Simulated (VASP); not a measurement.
# Ge (Fd-3m) in VASP: notebook

Ge is run at these levels: r2SCAN; tasks: single point.

All numbers are computed with VASP 6.6.1; they aren't measurements. Logs are shortened: lines on timing, memory, paths and dates and some standing lists are left out, and cuts for length are marked.

## (1) The cell of the first run

It takes space group Fd-3m (No. 227, cubic). Conventional cell: a = 5.605 Å, b = 5.605 Å, c = 5.605 Å, α = 90.00°, β = 90.00°, γ = 90.00°. Within 3.2 Å of Ge (site symmetry -43m) lie 4 Ge at 2.43 Å.

## (2) Single point, r2SCAN

POSCAR reads:

```
Ge
1.0
    0.0000000000      2.8024036514      2.8024036514
    2.8024036514      0.0000000000      2.8024036514
    2.8024036514      2.8024036514      0.0000000000
Ge
2
Direct
    0.0000000000      0.0000000000      0.0000000000
    0.2500000000      0.2500000000      0.2500000000
```

INCAR.step1 reads:

```
SYSTEM = Ge
PREC = Accurate
ENCUT = 520
ISMEAR = -1
SIGMA = 0.1
LREAL = .FALSE.
LASPH = .TRUE.
NELM = 100
NBANDS = 21
GGA = PE
ALGO = Normal
EDIFF = 1E-4
LWAVE = .TRUE.
LCHARG = .FALSE.
```

INCAR.step2 reads:

```
SYSTEM = Ge
PREC = Accurate
ENCUT = 520
EDIFF = 1E-7
ISMEAR = -1
SIGMA = 0.1
LREAL = .FALSE.
LASPH = .TRUE.
NELM = 100
ALGO = Normal
ISIF = 2
LWAVE = .FALSE.
LCHARG = .FALSE.
METAGGA = R2SCAN
LMIXTAU = .TRUE.
NBANDS = 21
ISTART = 1
```

KPOINTS reads:

```
regular mesh
0
G
  10 10 10
  0 0 0
```

Potentials or basis: VASP PAW PBE potentials, release 64 (Ge_d).

Run with:

```bash
> cat potpaw_PBE.64/Ge_d/POTCAR > POTCAR
> cp INCAR.step1 INCAR
> mpirun -np 1 vasp_std > vasp.out
> cp INCAR.step2 INCAR
> mpirun -np 1 vasp_std > vasp.out
```

OUTCAR:

```text
SYSTEM = Ge
   PREC = Accurate
   ENCUT = 520
   EDIFF = 1E-7
   ISMEAR = -1
   LREAL = .FALSE.
   LASPH = .TRUE.
   NELM = 100
   ISIF = 2
   METAGGA = R2SCAN
   ISTART = 1

 ion  position               nearest neighbor table
   1  0.000  0.000  0.000-   2 2.43   2 2.43   2 2.43   2 2.43
   2  0.250  0.250  0.250-   1 2.43   1 2.43   1 2.43   1 2.43

  LATTYP: Found a face centered cubic cell.
 ALAT       =     5.6048073028

  Lattice vectors:

 A1 = (   0.0000000000,   2.8024036514,   2.8024036514)
 A2 = (   2.8024036514,   0.0000000000,   2.8024036514)
 A3 = (   2.8024036514,   2.8024036514,   0.0000000000)

Analysis of symmetry for initial positions (statically):
=====================================================================
 Subroutine PRICEL returns:
 Original cell was already a primitive cell.

 Routine SETGRP: Setting up the symmetry group for a
 face centered cubic supercell.

 Subroutine GETGRP returns: Found 48 space group operations
 (whereof 24 operations were pure point group operations)
 out of a pool of 48 trial point group operations.

The static configuration has the point symmetry T_d .
 The point group associated with its full space group is O_h .

Analysis of symmetry for dynamics (positions and initial velocities):
=====================================================================
 Subroutine PRICEL returns:
 Original cell was already a primitive cell.

 Routine SETGRP: Setting up the symmetry group for a
 face centered cubic supercell.

 Subroutine GETGRP returns: Found 48 space group operations
 (whereof 24 operations were pure point group operations)
 out of a pool of 48 trial point group operations.

The dynamic configuration has the point symmetry T_d .
 The point group associated with its full space group is O_h .

 Subroutine INISYM returns: Found 48 space group operations
 (whereof 24 operations are pure point group operations),
 and found     1 'primitive' translations

----------------------------------------------------------------------------------------

                                     Primitive cell

  volume of cell :      44.0172

  direct lattice vectors                    reciprocal lattice vectors
     0.000000000  2.802403651  2.802403651    -0.178418266  0.178418266  0.178418266
     2.802403651  0.000000000  2.802403651     0.178418266 -0.178418266  0.178418266
     2.802403651  2.802403651  0.000000000     0.178418266  0.178418266 -0.178418266

  length of vectors
     3.963197251  3.963197251  3.963197251     0.309029502  0.309029502  0.309029502

  position of ions in fractional coordinates (direct lattice)
     0.000000000  0.000000000  0.000000000
     0.250000000  0.250000000  0.250000000

  ion indices of the primitive-cell ions
   primitive index   ion index
                 1           1
                 2           2

----------------------------------------------------------------------------------------

 KPOINTS: regular mesh

Automatic generation of k-mesh.
 Grid dimensions read from file:
 generate k-points for:   10   10   10

 Generating k-lattice:

  Cartesian coordinates                     Fractional coordinates (reciprocal lattice)
    -0.017841827  0.017841827  0.017841827     0.100000000  0.000000000  0.000000000
     0.017841827 -0.017841827  0.017841827     0.000000000  0.100000000  0.000000000
     0.017841827  0.017841827 -0.017841827     0.000000000  0.000000000  0.100000000

  Length of vectors
     0.030902950  0.030902950  0.030902950

  Shift w.r.t. Gamma in fractional coordinates (k-lattice)
     0.000000000  0.000000000  0.000000000

 Subroutine IBZKPT returns following result:
 ===========================================

 Found     47 irreducible k-points:

 Following reciprocal coordinates:
            Coordinates               Weight
  0.000000  0.000000  0.000000      1.000000
  0.100000  0.000000  0.000000      8.000000
  0.200000  0.000000  0.000000      8.000000
  0.300000  0.000000  0.000000      8.000000
  0.400000  0.000000  0.000000      8.000000
  0.500000  0.000000  0.000000      4.000000
[... 16 lines left out ...]
  0.300000  0.300000  0.000000      6.000000
  0.400000  0.300000  0.000000     24.000000
 [... further k-points ...]
   k-points           NKPTS =     47   k-points in BZ     NKDIM =     47   number of bands    NBANDS=     21
   number of dos      NEDOS =    301   number of ions     NIONS =      2
   total plane-waves  NPLWV =  27000
   dimension x,y,z NGX =    30 NGY =   30 NGZ =   30
   dimension x,y,z NGXF=    60 NGYF=   60 NGZF=   60
   ions per type =               2
   NGX,Y,Z   is equivalent  to a cutoff of  12.58, 12.58, 12.58 a.u.
   NGXF,Y,Z  is equivalent  to a cutoff of  25.17, 25.17, 25.17 a.u.
 SYSTEM =  Ge
   PREC   = accura    normal or accurate (medium, high low for compatibility)
   ISTART =      1    job   : 0-new  1-cont  2-samecut
   ICHARG =      0    charge: 1-file 2-atom 10-const
   ISPIN  =      1    spin polarized calculation?
   LNONCOLLINEAR =      F non collinear calculations
   LSORBIT =      F    spin-orbit coupling
   LASPH  =      T    aspherical Exc in radial PAW
   ENCUT  =  520.0 eV  38.22 Ry    6.18 a.u.   7.37  7.37  7.37*2*pi/ulx,y,z
   NELM   =    100;   NELMIN=  2; NELMDL=  0     # of ELM steps
   EDIFF  = 0.1E-06   stopping-criterion for ELM
   LREAL  =      F    real-space projection
   EDIFFG = 0.1E-05   stopping-criterion for IOM
   NSW    =      0    number of steps for IOM
   IBRION =     -1    ionic relax: 0-MD 1-quasi-New 2-CG
   NFREE  =      0    steps in history (QN), initial steepest desc. (CG)
   ISIF   =      2    stress and relaxation
   ISYM   =      2    0-nonsym 1-usesym 2-fastsym
   POTIM  = 0.5000    time-step for ionic-motion
   TEBEG  =    0.0;   TEEND  =   0.0 temperature during run
   PSTRESS=    0.0 pullay stress
   NELECT =      28.0000    total number of electrons
   NUPDOWN=      -1.0000    fix difference up-down
   EMIN   =  10.00;   EMAX   =-10.00  energy-range for DOS
   EFERMI =   0.00;   METHOD = LEGACY
   ISMEAR =    -1;   SIGMA  =   0.10  broadening in eV -4-tet -1-fermi 0-gaus
   EFERMI_NEDOS =   21; number of points for ismear=-14 and -15
   IALGO  =     38    algorithm
   IMIX   =      4    mixing-type and parameters
     AMIX     =   0.40;   BMIX     =  1.00
     AMIX_MAG =   1.60;   BMIX_MAG =  1.00
  volume/ion in A,a.u.               =      22.01       148.52
  Fermi-wavevector in a.u.,A,eV,Ry     =   1.407949  2.660637 26.971093  1.982319
  Thomas-Fermi vector in A             =   2.530156
   LORBIT       =      0    0 simple, 1 ext, 2 COOP (PROOUT), +10 PAW based schemes
   METAGGA = R2SCAN    functional components
   LHFCALC =     F    Hartree Fock is set to
   AEXX    =    0.0000 exact exchange contribution
   IVDW    =     0    specifies the selected vdW correction
   LEPSILON=     F    determine dielectric tensor
   LRPA    =     F    only Hartree local field effects (RPA)
 non-spin polarized calculation
  energy-cutoff  :      520.00
  volume of cell :       44.02
 maximum number of plane-waves:      1243
 NGX is ok and might be reduce to    30
   NGX = 15   NGY = 15   NGZ = 15

 number of electron      28.0000031 magnetization

 Free energy of the ion-electron system (eV)
  ---------------------------------------------------
  ext. energy  EPLUGINS =         0.00000000
  ---------------------------------------------------
  free energy    TOTEN  =       -27.72711174 eV

  energy without entropy =      -27.72625223  energy(sigma->0) =      -27.72668198

 E-fermi :   5.3226     XC(G=0): -10.9679

 val. band max:        5.0834818443   @ k =   0.0000   0.0000   0.0000
 cond. band min:       5.6226089421   @ k =   0.5000   0.0000   0.0000
 fundamental gap:      0.5391270977
 Fermi energy:         5.3225785258

 k-point     1 :       0.0000    0.0000    0.0000
  band No.  band energies     occupation
      1     -20.4546      2.00000
      2     -20.4546      2.00000
      3     -20.4546      2.00000
      4     -20.4128      2.00000
      5     -20.4128      2.00000
      6     -20.1792      2.00000
[... 13 lines left out ...]
     20      15.0917      0.00000
     21      15.0917      0.00000

 k-point     2 :       0.1000    0.0000    0.0000
  band No.  band energies     occupation
      1     -20.4611      2.00000
      2     -20.4611      2.00000
      3     -20.4528      2.00000
      4     -20.4037      2.00000
      5     -20.4037      2.00000
      6     -20.1866      2.00000
[... 13 lines left out ...]
     20      14.3789      0.00000
     21      14.3789      0.00000

 k-point     3 :       0.2000    0.0000    0.0000
  band No.  band energies     occupation
      1     -20.4710      2.00000
      2     -20.4710      2.00000
      3     -20.4481      2.00000
      4     -20.3876      2.00000
      5     -20.3876      2.00000
      6     -20.1984      2.00000
[... 13 lines left out ...]
     20      13.8586      0.00000
     21      13.8587      0.00000

 k-point     4 :       0.3000    0.0000    0.0000
  band No.  band energies     occupation
      1     -20.4778      2.00000
      2     -20.4778      2.00000
      3     -20.4422      2.00000
      4     -20.3744      2.00000
      5     -20.3744      2.00000
      6     -20.2067      2.00000
[... 13 lines left out ...]
     20      14.2781      0.00000
     21      14.2781      0.00000

 k-point     5 :       0.4000    0.0000    0.0000
  band No.  band energies     occupation
      1     -20.4809      2.00000
      2     -20.4809      2.00000
      3     -20.4373      2.00000
      4     -20.3674      2.00000
      5     -20.3674      2.00000
      6     -20.2102      2.00000
[... 13 lines left out ...]
     20      15.6224      0.00000
     21      15.6224      0.00000

 k-point     6 :       0.5000    0.0000    0.0000
  band No.  band energies     occupation
      1     -20.4816      2.00000
      2     -20.4816      2.00000
      3     -20.4354      2.00000
      4     -20.3655      2.00000
      5     -20.3655      2.00000
      6     -20.2108      2.00000
[... 13 lines left out ...]
     20      17.1205      0.00000
     21      17.1205      0.00000

 k-point     7 :       0.1000    0.1000    0.0000
  band No.  band energies     occupation
      1     -20.4614      2.00000
      2     -20.4587      2.00000
      3     -20.4587      2.00000
      4     -20.4061      2.00000
      5     -20.3943      2.00000
      6     -20.2054      2.00000
[... 13 lines left out ...]
     20      13.4016      0.00000
     21      15.2732      0.00000
[... 291 lines left out ...]
      1     -20.5046      2.00000
      2     -20.4902      2.00000
      3     -20.4051      2.00000
      4     -20.3446      2.00000
      5     -20.3342      2.00000
      6     -20.2524      2.00000
[... 13 lines left out ...]
     20      15.0856      0.00000
     21      16.7344      0.00000

 k-point    21 :      -0.3000    0.2000    0.0000
  band No.  band energies     occupation
      1     -20.4987      2.00000
      2     -20.4910      2.00000
      3     -20.4084      2.00000
      4     -20.3630      2.00000
      5     -20.3348      2.00000
      6     -20.2455      2.00000
[... 13 lines left out ...]
     20      15.1543      0.00000
     21      17.3077      0.00000

 k-point    22 :      -0.2000    0.2000    0.0000
  band No.  band energies     occupation
      1     -20.4878      2.00000
      2     -20.4870      2.00000
      3     -20.4246      2.00000
      4     -20.3760      2.00000
      5     -20.3490      2.00000
      6     -20.2359      2.00000
[... 13 lines left out ...]
     20      15.7544      0.00000
     21      16.3393      0.00000

 k-point    23 :       0.3000    0.3000    0.0000
  band No.  band energies     occupation
      1     -20.4802      2.00000
      2     -20.4802      2.00000
      3     -20.4564      2.00000
      4     -20.3575      2.00000
      5     -20.3111      2.00000
      6     -20.3014      2.00000
[... 13 lines left out ...]
     20      16.7292      0.00000
     21      17.2016      0.00000

 k-point    24 :       0.4000    0.3000    0.0000
  band No.  band energies     occupation
      1     -20.4920      2.00000
      2     -20.4853      2.00000
      3     -20.4376      2.00000
      4     -20.3402      2.00000
      5     -20.3212      2.00000
      6     -20.2916      2.00000
[... 13 lines left out ...]
     20      17.5651      0.00000
     21      17.6552      0.00000

 [... further k-points ...]
[... 5 lines left out ...]
  --------------------------------------------------------------------------------------
  -------------------------------------------------------------------------------------
  Total        0.8145513      0.8145513      0.8145513      0.0000000     -0.0000000      0.0000000
  in kB       29.6487886     29.6487886     29.6487886      0.0000000     -0.0000000      0.0000000
  external PRESSURE =      29.6487886 kB  Pullay stress =       0.0000000 kB

 VOLUME and BASIS-vectors are now :
 -----------------------------------------------------------------------------
  energy-cutoff  :      520.00
  volume of cell :       44.02
      direct lattice vectors                 reciprocal lattice vectors
     0.000000000  2.802403651  2.802403651    -0.178418266  0.178418266  0.178418266
     2.802403651  0.000000000  2.802403651     0.178418266 -0.178418266  0.178418266
     2.802403651  2.802403651  0.000000000     0.178418266  0.178418266 -0.178418266

 POSITION                                       TOTAL-FORCE (eV/Angst)
 -----------------------------------------------------------------------------------
      0.00000      0.00000      0.00000        -0.000000      0.000000     -0.000000
      1.40120      1.40120      1.40120         0.000000     -0.000000      0.000000
 -----------------------------------------------------------------------------------
    total drift:                                0.000000     -0.000000      0.000000

  FREE ENERGIE OF THE ION-ELECTRON SYSTEM (eV)
  ---------------------------------------------------
  free  energy   TOTEN  =       -27.7271117435 eV

  energy  without entropy=      -27.7262522263  energy(sigma->0) =      -27.72668198
```

Wall time 98 s (1 thread of AMD EPYC 9R45 (Zen 5), shared host); peak memory 0.15 GiB.

What came out:

* Free energy: -27.7271 eV
* Pressure: 3.0 GPa
* Band gap on the k mesh: 0.54 eV, indirect (least direct gap 0.68 eV)

Levels at points of the mesh, in eV from the valence-band top:
```csv
k point,band 11,band 12,band 13,band 14,band 15,band 16,band 17,band 18
"(0.00, 0.00, 0.00)",-13.53,0.00,0.00,0.00,0.68,2.72,2.72,2.72
"(0.50, 0.00, 0.00)",-11.27,-8.01,-1.53,-1.53,0.54,4.01,4.01,7.68
"(0.50, 0.50, 0.00)",-9.33,-9.33,-3.33,-3.33,0.94,0.94,10.35,10.35
```

Caveat: the PAW data sets were made with another functional, which shifts forces and pressure a little. r2SCAN opens gaps a little over a GGA but as a rule still falls short of measured ones.

(Part 1 of 2 ends here.)
